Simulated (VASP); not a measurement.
KI, 2 atoms in the cell. Symmetry: Fm-3m, No. 225, cubic system. Conventional cell: a = 6.805 Å, b = 6.805 Å, c = 6.805 Å, α = 90.00°, β = 90.00°, γ = 90.00°. K (site symmetry m-3m) has 6 I at 3.40 Å within 4.5 Å. I (site symmetry m-3m) has 6 K at 3.40 Å within 4.5 Å.  This cell differs from its parent crystal: strain -4.0%.

| Property | Result |
| --- | --- |
| Program | VASP 6.6.1 |
| Task | single point |
| Functional | HSE06 |
| Potentials or basis | VASP PAW PBE potentials, release 64 (K_sv, I) |
| Cutoff | 520 eV |
| k mesh | 4 × 4 × 4 |
| Occupations | gaussian, width 0.01 eV |
| Spin | no spin polarisation |
| Dipole correction | no |
| Grid for exact exchange (PRECFOCK) | Normal |
| Further INCAR settings | ALGO = Normal; EDIFF = 1e-06; NBANDS = 15 |
| Share of exact exchange | 0.25 |
| Screening parameter | 0.2079 1/Å |

Potentials or basis: VASP PAW PBE potentials, release 64 (K_sv, I).

The run is started by

```bash
$ cat potpaw_PBE.64/K_sv/POTCAR potpaw_PBE.64/I/POTCAR > POTCAR
$ cp INCAR.step1 INCAR
$ mpirun -np 1 vasp_std > vasp.out
$ cp INCAR.step2 INCAR
$ mpirun -np 1 vasp_std > vasp.out
```

Hardware: 1 thread of Intel(R) Xeon(R) Platinum 8259CL CPU @ 2.50GHz (Skylake/Cascade Lake) (shared host).

Task: Estimate the wall time of this run.

Result: Wall time 8.4 min on 1 thread of Intel(R) Xeon(R) Platinum 8259CL CPU @ 2.50GHz (Skylake/Cascade Lake) (shared host), peak memory 0.32 GiB. Counts: k points 8.
